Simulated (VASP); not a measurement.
# BeS (F-43m) in VASP: notebook

Runs on BeS. Level: r2SCAN. Tasks: single point, relaxation of cell and atoms.

All numbers are computed with VASP 6.6.1; they aren't measurements. Logs are shortened: lines on timing, memory, paths and dates and some standing lists are left out, and cuts for length are marked.

**1. The cell of the first run**

Symmetry: F-43m, No. 216, cubic system. The conventional cell has a = 4.868 Å, b = 4.868 Å, c = 4.868 Å, α = 90.00°, β = 90.00°, γ = 90.00°. Within 2.8 Å of Be (site symmetry -43m) lie 4 S at 2.11 Å. Within 2.8 Å of S (site symmetry -43m) lie 4 Be at 2.11 Å.

**2. Single point, r2SCAN**

POSCAR

```
BeS
1.0
    2.4342244985      2.4342244985      0.0000000000
   -2.4342244985      2.4342244985      0.0000000000
    0.0000000000      2.4342244985      2.4342244985
Be S
1 1
Direct
    0.0000000000      0.0000000000      0.0000000000
    0.7500000000      0.2500000000      0.5000000000
```

INCAR.step1

```
SYSTEM = BeS
ALGO = Normal
EDIFF = 1E-4
ENCUT = 520
GGA = PE
ISMEAR = -1
LASPH = .True.
LCHARG = .False.
LREAL = .False.
LWAVE = .True.
NBANDS = 11
NELM = 60
PREC = Accurate
SIGMA = 0.1
```

INCAR.step2

```
SYSTEM = BeS
ALGO = Normal
EDIFF = 1E-6
ENCUT = 520
ISIF = 2
ISMEAR = -1
ISTART = 1
LASPH = .True.
LCHARG = .False.
LMIXTAU = .True.
LREAL = .False.
LWAVE = .False.
METAGGA = R2SCAN
NBANDS = 11
NELM = 60
PREC = Accurate
SIGMA = 0.1
```

KPOINTS

```
k-points
0
Gamma
  12 12 12
  0 0 0
```

Potentials or basis: VASP PAW PBE potentials, release 64 (Be, S).

Launch:

```console
> cat potpaw_PBE.64/Be/POTCAR potpaw_PBE.64/S/POTCAR > POTCAR
> cp INCAR.step1 INCAR
> mpirun -np 1 vasp_std > vasp.out
> cp INCAR.step2 INCAR
> mpirun -np 1 vasp_std > vasp.out
```

OUTCAR:

```text
SYSTEM = BeS
   EDIFF = 1E-6
   ENCUT = 520
   ISIF = 2
   ISMEAR = -1
   ISTART = 1
   LASPH = .True.
   LREAL = .False.
   METAGGA = R2SCAN
   NELM = 60
   PREC = Accurate

 ion  position               nearest neighbor table
   1  0.000  0.000  0.000-   2 2.11   2 2.11   2 2.11   2 2.11
   2  0.750  0.250  0.500-   1 2.11   1 2.11   1 2.11   1 2.11

  LATTYP: Found a face centered cubic cell.
 ALAT       =     4.8684489970

  Lattice vectors:

 A1 = (   0.0000000000,   2.4342244985,   2.4342244985)
 A2 = (   2.4342244985,   0.0000000000,   2.4342244985)
 A3 = (   2.4342244985,   2.4342244985,   0.0000000000)

Analysis of symmetry for initial positions (statically):
=====================================================================
 Subroutine PRICEL returns:
 Original cell was already a primitive cell.

 Routine SETGRP: Setting up the symmetry group for a
 face centered cubic supercell.

 Subroutine GETGRP returns: Found 24 space group operations
 (whereof 24 operations were pure point group operations)
 out of a pool of 48 trial point group operations.

The static configuration has the point symmetry T_d .

Analysis of symmetry for dynamics (positions and initial velocities):
=====================================================================
 Subroutine PRICEL returns:
 Original cell was already a primitive cell.

 Routine SETGRP: Setting up the symmetry group for a
 face centered cubic supercell.

 Subroutine GETGRP returns: Found 24 space group operations
 (whereof 24 operations were pure point group operations)
 out of a pool of 48 trial point group operations.

The dynamic configuration has the point symmetry T_d .

 Subroutine INISYM returns: Found 24 space group operations
 (whereof 24 operations are pure point group operations),
 and found     1 'primitive' translations

----------------------------------------------------------------------------------------

                                     Primitive cell

  volume of cell :      28.8477

  direct lattice vectors                    reciprocal lattice vectors
     2.434224498  2.434224498  0.000000000     0.205404226  0.205404226 -0.205404226
    -2.434224498  2.434224498  0.000000000    -0.205404226  0.205404226 -0.205404226
     0.000000000  2.434224498  2.434224498     0.000000000  0.000000000  0.410808453

  length of vectors
     3.442513300  3.442513300  3.442513300     0.355770556  0.355770556  0.410808453

  position of ions in fractional coordinates (direct lattice)
     0.000000000  0.000000000  0.000000000
     0.750000000  0.250000000  0.500000000

  ion indices of the primitive-cell ions
   primitive index   ion index
                 1           1
                 2           2

----------------------------------------------------------------------------------------

 KPOINTS: k-points

Automatic generation of k-mesh.
 Grid dimensions read from file:
 generate k-points for:   12   12   12

 Generating k-lattice:

  Cartesian coordinates                     Fractional coordinates (reciprocal lattice)
     0.017117019  0.017117019 -0.017117019     0.083333333  0.000000000  0.000000000
    -0.017117019  0.017117019 -0.017117019     0.000000000  0.083333333  0.000000000
     0.000000000  0.000000000  0.034234038     0.000000000  0.000000000  0.083333333

  Length of vectors
     0.029647546  0.029647546  0.034234038

  Shift w.r.t. Gamma in fractional coordinates (k-lattice)
     0.000000000  0.000000000  0.000000000

 Subroutine IBZKPT returns following result:
 ===========================================

 Found     72 irreducible k-points:

 Following reciprocal coordinates:
            Coordinates               Weight
  0.000000  0.000000  0.000000      1.000000
  0.083333  0.000000  0.000000      8.000000
  0.166667  0.000000  0.000000      8.000000
  0.250000  0.000000  0.000000      8.000000
  0.333333  0.000000  0.000000      8.000000
  0.416667  0.000000  0.000000      8.000000
[... 16 lines left out ...]
  0.500000  0.166667  0.000000     24.000000
 -0.416667  0.166667  0.000000     24.000000
 [... further k-points ...]
   k-points           NKPTS =     72   k-points in BZ     NKDIM =     72   number of bands    NBANDS=     11
   number of dos      NEDOS =    301   number of ions     NIONS =      2
   total plane-waves  NPLWV =  21952
   dimension x,y,z NGX =    28 NGY =   28 NGZ =   28
   dimension x,y,z NGXF=    56 NGYF=   56 NGZF=   56
   ions per type =               1   1
   NGX,Y,Z   is equivalent  to a cutoff of  13.52, 13.52, 13.52 a.u.
   NGXF,Y,Z  is equivalent  to a cutoff of  27.04, 27.04, 27.04 a.u.
 SYSTEM =  BeS
   PREC   = accura    normal or accurate (medium, high low for compatibility)
   ISTART =      1    job   : 0-new  1-cont  2-samecut
   ICHARG =      0    charge: 1-file 2-atom 10-const
   ISPIN  =      1    spin polarized calculation?
   LNONCOLLINEAR =      F non collinear calculations
   LSORBIT =      F    spin-orbit coupling
   LASPH  =      T    aspherical Exc in radial PAW
   ENCUT  =  520.0 eV  38.22 Ry    6.18 a.u.   6.40  6.40  6.40*2*pi/ulx,y,z
   NELM   =     60;   NELMIN=  2; NELMDL=  0     # of ELM steps
   EDIFF  = 0.1E-05   stopping-criterion for ELM
   LREAL  =      F    real-space projection
   EDIFFG = 0.1E-04   stopping-criterion for IOM
   NSW    =      0    number of steps for IOM
   IBRION =     -1    ionic relax: 0-MD 1-quasi-New 2-CG
   NFREE  =      0    steps in history (QN), initial steepest desc. (CG)
   ISIF   =      2    stress and relaxation
   ISYM   =      2    0-nonsym 1-usesym 2-fastsym
   POTIM  = 0.5000    time-step for ionic-motion
   TEBEG  =    0.0;   TEEND  =   0.0 temperature during run
   PSTRESS=    0.0 pullay stress
   NELECT =       8.0000    total number of electrons
   NUPDOWN=      -1.0000    fix difference up-down
   EMIN   =  10.00;   EMAX   =-10.00  energy-range for DOS
   EFERMI =   0.00;   METHOD = LEGACY
   ISMEAR =    -1;   SIGMA  =   0.10  broadening in eV -4-tet -1-fermi 0-gaus
   EFERMI_NEDOS =   21; number of points for ismear=-14 and -15
   IALGO  =     38    algorithm
   IMIX   =      4    mixing-type and parameters
     AMIX     =   0.40;   BMIX     =  1.00
     AMIX_MAG =   1.60;   BMIX_MAG =  1.00
  volume/ion in A,a.u.               =      14.42        97.34
  Fermi-wavevector in a.u.,A,eV,Ry     =   1.067581  2.017436 15.506959  1.139729
  Thomas-Fermi vector in A             =   2.203202
   LORBIT       =      0    0 simple, 1 ext, 2 COOP (PROOUT), +10 PAW based schemes
   METAGGA = R2SCAN    functional components
   LHFCALC =     F    Hartree Fock is set to
   AEXX    =    0.0000 exact exchange contribution
   IVDW    =     0    specifies the selected vdW correction
   LEPSILON=     F    determine dielectric tensor
   LRPA    =     F    only Hartree local field effects (RPA)
 non-spin polarized calculation
  energy-cutoff  :      520.00
  volume of cell :       28.85
 maximum number of plane-waves:       794
 NGX is ok and might be reduce to    28
   NGX = 13   NGY = 13   NGZ = 13

 number of electron       7.9999999 magnetization

 Free energy of the ion-electron system (eV)
  ---------------------------------------------------
  ext. energy  EPLUGINS =         0.00000000
  ---------------------------------------------------
  free energy    TOTEN  =       -14.78667821 eV

  energy without entropy =      -14.78667821  energy(sigma->0) =      -14.78667821

 E-fermi :   5.7422     XC(G=0): -10.1340

 val. band max:        3.8494993691   @ k =   0.0000   0.0000   0.0000
 cond. band min:       7.4477613707   @ k =   0.5000   0.5000   0.0000
 fundamental gap:      3.5982620015
 Fermi energy:         5.7422018051

 k-point     1 :       0.0000    0.0000    0.0000
  band No.  band energies     occupation
      1     -10.3684      2.00000
      2       3.8495      2.00000
      3       3.8495      2.00000
      4       3.8495      2.00000
      5      10.1135      0.00000
      6      10.1135      0.00000
      7      10.1135      0.00000
      8      10.4351      0.00000
      9      17.2515      0.00000
     10      17.2515      0.00000
     11      19.6623      0.00000

 k-point     2 :       0.0833    0.0000    0.0000
  band No.  band energies     occupation
      1     -10.2864      2.00000
      2       3.2585      2.00000
      3       3.7561      2.00000
      4       3.7561      2.00000
      5      10.0971      0.00000
      6      10.2891      0.00000
      7      10.2891      0.00000
      8      11.0517      0.00000
      9      16.8753      0.00000
     10      16.8753      0.00000
     11      19.6296      0.00000

 k-point     3 :       0.1667    0.0000    0.0000
  band No.  band energies     occupation
      1     -10.0488      2.00000
      2       1.9533      2.00000
      3       3.5251      2.00000
      4       3.5251      2.00000
      5      10.0611      0.00000
      6      10.6941      0.00000
      7      10.6941      0.00000
      8      12.4028      0.00000
      9      16.3500      0.00000
     10      16.3500      0.00000
     11      19.3756      0.00000

 k-point     4 :       0.2500    0.0000    0.0000
  band No.  band energies     occupation
      1      -9.6843      2.00000
      2       0.5081      2.00000
      3       3.2527      2.00000
      4       3.2527      2.00000
      5      10.0117      0.00000
      6      11.0336      0.00000
      7      11.0336      0.00000
      8      13.8584      0.00000
      9      16.3612      0.00000
     10      16.3612      0.00000
     11      19.0431      0.00000
[... 239 lines left out ...]
 k-point    22 :       0.4167    0.1667    0.0000
  band No.  band energies     occupation
      1      -8.5625      2.00000
      2      -1.6695      2.00000
      3       1.4725      2.00000
      4       2.4674      2.00000
      5      10.0194      0.00000
      6      11.8112      0.00000
      7      12.1062      0.00000
      8      15.5359      0.00000
      9      17.6399      0.00000
     10      17.9595      0.00000
     11      21.2178      0.00000

 k-point    23 :       0.5000    0.1667    0.0000
  band No.  band energies     occupation
      1      -8.6075      2.00000
      2      -1.5768      2.00000
      3       1.6903      2.00000
      4       2.2948      2.00000
      5       9.8001      0.00000
      6      11.8725      0.00000
      7      12.3433      0.00000
      8      14.4266      0.00000
      9      18.2313      0.00000
     10      19.5569      0.00000
     11      20.8266      0.00000

 k-point    24 :      -0.4167    0.1667    0.0000
  band No.  band energies     occupation
      1      -8.8998      2.00000
      2      -0.9228      2.00000
      3       2.0201      2.00000
      4       2.2562      2.00000
      5       9.6892      0.00000
      6      11.9727      0.00000
      7      12.5849      0.00000
      8      13.0348      0.00000
      9      18.2447      0.00000
     10      19.4937      0.00000
     11      20.2538      0.00000

 [... further k-points ...]
[... 5 lines left out ...]
  --------------------------------------------------------------------------------------
  -------------------------------------------------------------------------------------
  Total        0.0503707      0.0503707      0.0503707     -0.0000000      0.0000000     -0.0000000
  in kB        2.7975433      2.7975433      2.7975433     -0.0000000      0.0000000     -0.0000000
  external PRESSURE =       2.7975433 kB  Pullay stress =       0.0000000 kB

 VOLUME and BASIS-vectors are now :
 -----------------------------------------------------------------------------
  energy-cutoff  :      520.00
  volume of cell :       28.85
      direct lattice vectors                 reciprocal lattice vectors
     2.434224498  2.434224498  0.000000000     0.205404226  0.205404226 -0.205404226
    -2.434224498  2.434224498  0.000000000    -0.205404226  0.205404226 -0.205404226
     0.000000000  2.434224498  2.434224498     0.000000000  0.000000000  0.410808453

 POSITION                                       TOTAL-FORCE (eV/Angst)
 -----------------------------------------------------------------------------------
      0.00000      0.00000      0.00000        -0.000000      0.000000     -0.000000
      1.21711      3.65134      1.21711         0.000000     -0.000000      0.000000
 -----------------------------------------------------------------------------------
    total drift:                               -0.000000      0.000000     -0.000000

  FREE ENERGIE OF THE ION-ELECTRON SYSTEM (eV)
  ---------------------------------------------------
  free  energy   TOTEN  =       -14.7866782100 eV

  energy  without entropy=      -14.7866782093  energy(sigma->0) =      -14.78667821
```

Wall time 2.3 min (1 thread of Intel Xeon Platinum 8375C at 2.90GHz (Ice Lake), shared host); peak memory 0.16 GiB.

What came out:

| Quantity | Value |
| --- | --- |
| Free energy | -14.7867 eV |
| Pressure | 0.3 GPa |
| Band gap on the k mesh | 3.60 eV (least direct gap 6.26 eV) |

Caveat: the PAW data sets were made with another functional, which shifts forces and pressure a little. A k mesh can miss the band edges.

(Continued in part 2 of 2.)
